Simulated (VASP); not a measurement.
Here is a VASP 6.6.1 calculation.

POSCAR

```
AlCo3
1.0
    3.5749480000      0.0000000000      0.0000000000
    0.0000000000      3.5749480000      0.0000000000
    0.0000000000      0.0000000000      3.5749480000
Al Co
1 3
Direct
    0.0000000000      0.0000000000      0.0000000000
    0.5000000000      0.5000000000      0.0000000000
    0.5000000000      0.0000000000      0.5000000000
    0.0000000000      0.5000000000      0.5000000000
```

File INCAR.step1:

```
SYSTEM = AlCo3
PREC     = Accurate       ! precision mode
ENCUT    = 520            ! plane-wave cutoff, eV
ISMEAR   = 0              ! smearing method
SIGMA    = 0.1            ! smearing width, eV
LREAL    = .FALSE.        ! projectors in reciprocal space
LASPH    = .TRUE.         ! aspherical terms in the spheres
NELM     = 60             ! most SCF steps
NBANDS   = 23             ! bands
GGA      = PE             ! functional
ALGO     = Normal         ! electronic algorithm
EDIFF    = 1E-4           ! SCF threshold, eV
LWAVE    = .TRUE.         ! write WAVECAR
LCHARG   = .FALSE.        ! write CHGCAR
```

INCAR.step2

```
SYSTEM = AlCo3
PREC     = Accurate       ! precision mode
ENCUT    = 520            ! plane-wave cutoff, eV
EDIFF    = 1E-6           ! SCF threshold, eV
ISMEAR   = 0              ! smearing method
SIGMA    = 0.1            ! smearing width, eV
LREAL    = .FALSE.        ! projectors in reciprocal space
LASPH    = .TRUE.         ! aspherical terms in the spheres
NELM     = 60             ! most SCF steps
ALGO     = Normal         ! electronic algorithm
ISIF     = 2              ! what is computed and relaxed
LWAVE    = .FALSE.        ! write WAVECAR
LCHARG   = .FALSE.        ! write CHGCAR
METAGGA  = R2SCAN         ! meta-GGA
LMIXTAU  = .TRUE.       
NBANDS   = 23             ! bands
ISTART   = 1
```

KPOINTS

```
Automatic mesh
0
G
  12 12 12
  0 0 0
```

Potentials or basis: VASP PAW PBE potentials, release 64 (Al, Co).

Command:

```bash
$ cat potpaw_PBE.64/Al/POTCAR potpaw_PBE.64/Co/POTCAR > POTCAR
$ cp INCAR.step1 INCAR
$ mpirun -np 1 vasp_std > vasp.out
$ cp INCAR.step2 INCAR
$ mpirun -np 1 vasp_std > vasp.out
```

Estimate the pressure.

-13.2 GPa.

What does it give for the band gap on the k mesh?

Zero (bands 15 and 16 overlap by 1.09 eV).

Caveat: the cell stands under tension; the PAW data sets were made with another functional, which shifts forces and pressure a little; the run has no spin polarisation, though such a crystal can be magnetic. Spin polarisation is off, so any magnetic state and its effect on volume and gap are missing.
